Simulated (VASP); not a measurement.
Here is a VASP 6.6.1 calculation.

Contents of INCAR:

```
ALGO = Normal
EDIFF = 1E-7
EDIFFG = -0.005
ENCUT = 600
IBRION = 2
ISIF = 3
ISMEAR = -1
LASPH = True
LCHARG = False
LREAL = False
LWAVE = False
NELM = 80
NSW = 60
PREC = Accurate
PSTRESS = 570.0
SIGMA = 0.08
```

File KPOINTS:

```
k-points
0
Gamma
  16 16 15
```

The input POSCAR:

```
Zr
1.0
    2.7010210759      0.0000000000      0.0000000000
   -1.3505105380      2.3391528679      0.0000000000
    0.0000000000      0.0000000000      2.5389598113
Zr
1
Direct
    0.0000000000      0.0000000000      0.0000000000
```

Potentials or basis: VASP PAW LDA potentials, release 64 (Zr_sv).

The run is started by

```bash
$ cat potpaw_LDA.64/Zr_sv/POTCAR > POTCAR
$ mpirun -np 1 vasp_std > vasp.out
```

Problem. Estimate the relaxed cell.

Solution. a = 2.655 Å, b = 2.655 Å, c = 2.591 Å, α = 90.00°, β = 90.00°, γ = 120.00°.

Problem. What does it give for the band gap on the k mesh?

Solution. Zero (bands 6 and 7 overlap by 2.36 eV).

Final structure:
```
Zr
1.0
     2.65457    0.00000    0.00000
    -1.32728    2.29892    0.00000
     0.00000    0.00000    2.59051
Zr
1
Direct
  0.00000 0.00000 0.00000
```

Caveat: the cell is relaxed towards a set pressure, so the run minimises the enthalpy, not the energy.
